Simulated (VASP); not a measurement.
# Ti in VASP: single point with PBE

Aim: the single point of Ti with PBE.

Program: VASP 6.6.1. These are calculated values, not measurements. Logs are shortened: lines on timing, memory, paths and dates and some standing lists are left out, and cuts for length are marked.

## Step 1: The cell of the first run

The cell holds a wire with vacuum, 4 atoms: a = 11.700 Å, b = 9.300 Å, c = 5.404 Å, α = 90.00°, β = 90.00°, γ = 90.00°.

## Step 2: Single point, PBE, collinear spin, ferromagnetic start

INCAR reads:

```
PREC = Accurate
ENCUT = 520
EDIFF = 1E-6
ISMEAR = 0
SIGMA = 0.05
LREAL = False
LASPH = True
NELM = 150
ALGO = Normal
ISIF = 2
LWAVE = False
LCHARG = False
ISPIN = 2
MAGMOM = 1.5 1.5 1.5 1.5
LORBIT = 11
LMAXMIX = 4
GGA = PE
NBANDS = 36
```

KPOINTS reads:

```
regular mesh
0
Gamma
  1 1 13
```

POSCAR reads:

```
Ti
1.0
   11.7000000000      0.0000000000      0.0000000000
    0.0000000000      9.3000000000      0.0000000000
    0.0000000000      0.0000000000      5.4041484511
Ti
4
Direct
    0.3927442772      0.5000000000      0.0000000000
    0.3927442772      0.5000000000      0.5000000000
    0.6072557228      0.5000000000      0.0000000000
    0.6072557228      0.5000000000      0.5000000000
```

Potentials or basis: VASP PAW PBE potentials, release 64 (Ti_sv).

On the command line:

```bash
cat potpaw_PBE.64/Ti_sv/POTCAR > POTCAR
mpirun -np 1 vasp_std > vasp.out
```

OUTCAR:

```text
PREC = Accurate
   ENCUT = 520
   EDIFF = 1E-6
   ISMEAR = 0
   LREAL = False
   LASPH = True
   NELM = 150
   ISIF = 2
   ISPIN = 2
   LORBIT = 11
   GGA = PE

 ion  position               nearest neighbor table
   1  0.393  0.500  0.000-   3 2.51   2 2.70   2 2.70
   2  0.393  0.500  0.500-   4 2.51   1 2.70   1 2.70
   3  0.607  0.500  0.000-   1 2.51   4 2.70   4 2.70
   4  0.607  0.500  0.500-   2 2.51   3 2.70   3 2.70

  LATTYP: Found a simple orthorhombic cell.
 ALAT       =     5.4041484511
 B/A-ratio  =     1.7209001722
 C/A-ratio  =     2.1650034424

  Lattice vectors:

 A1 = (   0.0000000000,   0.0000000000,  -5.4041484511)
 A2 = (   0.0000000000,   9.3000000000,   0.0000000000)
 A3 = (  11.7000000000,   0.0000000000,   0.0000000000)

Analysis of symmetry for initial positions (statically):
=====================================================================
 Subroutine PRICEL returns following result:

  LATTYP: Found a simple orthorhombic cell.
 ALAT       =     2.7020742256
 B/A-ratio  =     3.4418003444
 C/A-ratio  =     4.3300068848
[... 12 lines left out ...]
 Subroutine GETGRP returns: Found  8 space group operations
 (whereof  8 operations were pure point group operations)
 out of a pool of  8 trial point group operations.

The static configuration has the point symmetry D_2h.

Analysis of symmetry for dynamics (positions and initial velocities):
=====================================================================
 Subroutine PRICEL returns following result:

  LATTYP: Found a simple orthorhombic cell.
 ALAT       =     2.7020742256
 B/A-ratio  =     3.4418003444
 C/A-ratio  =     4.3300068848
[... 12 lines left out ...]
 Subroutine GETGRP returns: Found  8 space group operations
 (whereof  8 operations were pure point group operations)
 out of a pool of  8 trial point group operations.

The dynamic configuration has the point symmetry D_2h.

Analysis of structural, dynamic, and magnetic symmetry:
=====================================================================
 Subroutine PRICEL returns following result:

  LATTYP: Found a simple orthorhombic cell.
 ALAT       =     2.7020742256
 B/A-ratio  =     3.4418003444
 C/A-ratio  =     4.3300068848
[... 12 lines left out ...]
 Subroutine GETGRP returns: Found  8 space group operations
 (whereof  8 operations were pure point group operations)
 out of a pool of  8 trial point group operations.

The overall configuration has the point symmetry D_2h.

 Subroutine INISYM returns: Found  8 space group operations
 (whereof  8 operations are pure point group operations),
 and found     2 'primitive' translations

----------------------------------------------------------------------------------------

                                     Primitive cell

  volume of cell :     294.0127

  direct lattice vectors                    reciprocal lattice vectors
     0.000000000  0.000000000 -2.702074226     0.000000000  0.000000000 -0.370086059
     0.000000000  9.300000000  0.000000000     0.000000000  0.107526882  0.000000000
    11.700000000  0.000000000  0.000000000     0.085470085  0.000000000  0.000000000

  length of vectors
     2.702074226  9.300000000 11.700000000     0.370086059  0.107526882  0.085470085

  position of ions in fractional coordinates (direct lattice)
     0.000000000  0.500000000  0.392744277
     0.000000000  0.500000000  0.607255723

  ion indices of the primitive-cell ions
   primitive index   ion index
                 1           1
                 2           3

----------------------------------------------------------------------------------------

 KPOINTS: regular mesh

Automatic generation of k-mesh.
 Grid dimensions read from file:
 generate k-points for:    1    1   13

 Generating k-lattice:

  Cartesian coordinates                     Fractional coordinates (reciprocal lattice)
     0.085470085  0.000000000  0.000000000     1.000000000  0.000000000  0.000000000
     0.000000000  0.107526882  0.000000000     0.000000000  1.000000000  0.000000000
     0.000000000  0.000000000  0.014234079     0.000000000  0.000000000  0.076923077

  Length of vectors
     0.085470085  0.107526882  0.014234079

  Shift w.r.t. Gamma in fractional coordinates (k-lattice)
     0.000000000  0.000000000  0.000000000

 Subroutine IBZKPT returns following result:
 ===========================================

 Found      7 irreducible k-points:

 Following reciprocal coordinates:
            Coordinates               Weight
  0.000000  0.000000  0.000000      1.000000
  0.000000  0.000000  0.076923      2.000000
  0.000000  0.000000  0.153846      2.000000
  0.000000  0.000000  0.230769      2.000000
  0.000000  0.000000  0.307692      2.000000
  0.000000  0.000000  0.384615      2.000000
  0.000000  0.000000  0.461538      2.000000
   k-points           NKPTS =      7   k-points in BZ     NKDIM =      7   number of bands    NBANDS=     36
   number of dos      NEDOS =    301   number of ions     NIONS =      4
   total plane-waves  NPLWV = 252000
   dimension x,y,z NGX =    90 NGY =   70 NGZ =   40
   dimension x,y,z NGXF=   180 NGYF=  140 NGZF=   80
   ions per type =               4
   NGX,Y,Z   is equivalent  to a cutoff of  12.79, 12.51, 12.31 a.u.
   NGXF,Y,Z  is equivalent  to a cutoff of  25.58, 25.03, 24.61 a.u.
 SYSTEM =  unknown system
   PREC   = accura    normal or accurate (medium, high low for compatibility)
   ISTART =      0    job   : 0-new  1-cont  2-samecut
   ICHARG =      2    charge: 1-file 2-atom 10-const
   ISPIN  =      2    spin polarized calculation?
   LNONCOLLINEAR =      F non collinear calculations
   LSORBIT =      F    spin-orbit coupling
   LASPH  =      T    aspherical Exc in radial PAW
   ENCUT  =  520.0 eV  38.22 Ry    6.18 a.u.  21.75 17.29 10.05*2*pi/ulx,y,z
   NELM   =    150;   NELMIN=  2; NELMDL= -5     # of ELM steps
   EDIFF  = 0.1E-05   stopping-criterion for ELM
   LREAL  =      F    real-space projection
   EDIFFG = 0.1E-04   stopping-criterion for IOM
   NSW    =      0    number of steps for IOM
   IBRION =     -1    ionic relax: 0-MD 1-quasi-New 2-CG
   NFREE  =      0    steps in history (QN), initial steepest desc. (CG)
   ISIF   =      2    stress and relaxation
   ISYM   =      2    0-nonsym 1-usesym 2-fastsym
   POTIM  = 0.5000    time-step for ionic-motion
   TEBEG  =    0.0;   TEEND  =   0.0 temperature during run
   PSTRESS=    0.0 pullay stress
   NELECT =      48.0000    total number of electrons
   NUPDOWN=      -1.0000    fix difference up-down
   EMIN   =  10.00;   EMAX   =-10.00  energy-range for DOS
   EFERMI =   0.00;   METHOD = LEGACY
   ISMEAR =     0;   SIGMA  =   0.05  broadening in eV -4-tet -1-fermi 0-gaus
   EFERMI_NEDOS =   21; number of points for ismear=-14 and -15
   IALGO  =     38    algorithm
   IMIX   =      4    mixing-type and parameters
     AMIX     =   0.40;   BMIX     =  1.00
     AMIX_MAG =   1.60;   BMIX_MAG =  1.00
  volume/ion in A,a.u.               =     147.01       992.05
  Fermi-wavevector in a.u.,A,eV,Ry     =   0.710161  1.342009  6.861799  0.504328
  Thomas-Fermi vector in A             =   1.796934
   LORBIT       =     11    0 simple, 1 ext, 2 COOP (PROOUT), +10 PAW based schemes
   GGA     = PE    functional components
   LHFCALC =     F    Hartree Fock is set to
   AEXX    =    0.0000 exact exchange contribution
   IVDW    =     0    specifies the selected vdW correction
   LEPSILON=     F    determine dielectric tensor
   LRPA    =     F    only Hartree local field effects (RPA)
 spin polarized calculation
 Gauss-broadening in eV      SIGMA  =   0.05
  energy-cutoff  :      520.00
  volume of cell :      588.03
 maximum number of plane-waves:     15886
 NGX is ok and might be reduce to    90
   NGX = 43   NGY = 35   NGZ = 21

 number of electron      47.9999998 magnetization       5.7916819

 Free energy of the ion-electron system (eV)
  ---------------------------------------------------
  ext. energy  EPLUGINS =         0.00000000
  ---------------------------------------------------
  free energy    TOTEN  =       -19.66311148 eV

  energy without entropy =      -19.64700634  energy(sigma->0) =      -19.65505891

 E-fermi :  -1.9587     XC(G=0):  -3.0026

 val. band max:       -1.9649275629   @ k =   0.0000   0.0000   0.1538
 cond. band min:      -1.9493326205   @ k =   0.0000   0.0000   0.3077
 fundamental gap:      0.0155949424
 Fermi energy:        -1.9587347037

 spin component 1

 k-point     1 :       0.0000    0.0000    0.0000
  band No.  band energies     occupation
      1     -59.3723      1.00000
      2     -59.2799      1.00000
      3     -59.2699      1.00000
      4     -59.1803      1.00000
      5     -35.9592      1.00000
      6     -35.8705      1.00000
[... 262 lines left out ...]
     35      -0.9593      0.00000
     36      -0.7300      0.00000
 Fermi energy:        -1.9587347037

 spin component 2

 k-point     1 :       0.0000    0.0000    0.0000
  band No.  band energies     occupation
      1     -58.4308      1.00000
      2     -58.3383      1.00000
      3     -58.3337      1.00000
      4     -58.2442      1.00000
      5     -34.9169      1.00000
      6     -34.8862      1.00000
[... 262 lines left out ...]
     35       0.1470      0.00000
     36       0.2697      0.00000

------------------------ aborting loop because EDIFF is reached ----------------------------------------

  FORCE on cell =-STRESS in cart. coord.  units (eV):
  Direction    XX          YY          ZZ          XY          YZ          ZX
  --------------------------------------------------------------------------------------
  -------------------------------------------------------------------------------------
  Total       -2.3535857     -0.0456369     -5.5152240      0.0000000      0.0000000      0.0000000
  in kB       -6.4127532     -0.1243457    -15.0271859      0.0000000      0.0000000      0.0000000
  external PRESSURE =      -7.1880949 kB  Pullay stress =       0.0000000 kB

 VOLUME and BASIS-vectors are now :
 -----------------------------------------------------------------------------
  energy-cutoff  :      520.00
  volume of cell :      588.03
      direct lattice vectors                 reciprocal lattice vectors
    11.700000000  0.000000000  0.000000000     0.085470085  0.000000000  0.000000000
     0.000000000  9.300000000  0.000000000     0.000000000  0.107526882  0.000000000
     0.000000000  0.000000000  5.404148451     0.000000000  0.000000000  0.185043029

 POSITION                                       TOTAL-FORCE (eV/Angst)
 -----------------------------------------------------------------------------------
      4.59511      4.65000      0.00000         0.492047      0.000000      0.000000
      4.59511      4.65000      2.70207         0.492047      0.000000      0.000000
      7.10489      4.65000      0.00000        -0.492047     -0.000000     -0.000000
      7.10489      4.65000      2.70207        -0.492047     -0.000000     -0.000000
 -----------------------------------------------------------------------------------
    total drift:                                0.000000      0.000000     -0.000000

  FREE ENERGIE OF THE ION-ELECTRON SYSTEM (eV)
  ---------------------------------------------------
  free  energy   TOTEN  =       -19.6631114831 eV

  energy  without entropy=      -19.6470063381  energy(sigma->0) =      -19.65505891

 total charge

# of ion       s       p       d       tot
------------------------------------------
    1        2.240   6.001   1.998  10.238
    2        2.240   6.001   1.998  10.238
    3        2.240   6.001   1.998  10.238
    4        2.240   6.001   1.998  10.238
--------------------------------------------------
tot          8.958  24.002   7.993  40.954

 magnetization (x)

# of ion       s       p       d       tot
------------------------------------------
    1        0.040   0.025   0.965   1.030
    2        0.040   0.025   0.965   1.030
    3        0.040   0.025   0.965   1.030
    4        0.040   0.025   0.965   1.030
--------------------------------------------------
tot          0.160   0.101   3.859   4.120
```

Run time: 36 min. Hardware: 1 thread of Oxide Virtual Turin-like, shared host; peak memory 0.82 GiB.

Results:

* Free energy: -19.6631 eV
* Largest force: 0.492 eV/Å
* Net moment: 5.79 μB per cell
* Site moments: Ti +1.03 μB
* Valence electrons inside the program's atomic spheres: Ti 10.24

Forces in eV/Å, atoms in the order of the input:
```
Ti   0.492  0.000  0.000
Ti   0.492  0.000  0.000
Ti  -0.492  0.000  0.000
Ti  -0.492  0.000  0.000
```

Levels at points of the mesh, in eV from the Fermi level:
Spin up:
```
           k point  band 23  band 24  band 25  band 26  band 27  band 28  band 29  band 30  band 31  band 32
(0.00, 0.00, 0.00)    -0.62    -0.51    -0.43    -0.10    -0.10     0.19     0.64     0.65     0.70     0.92
```
Spin down:
```csv
k point,band 18,band 19,band 20,band 21,band 22,band 23,band 24,band 25
"(0.00, 0.00, 0.00)",-1.11,-1.06,-0.39,-0.34,-0.10,0.44,0.46,0.74
```
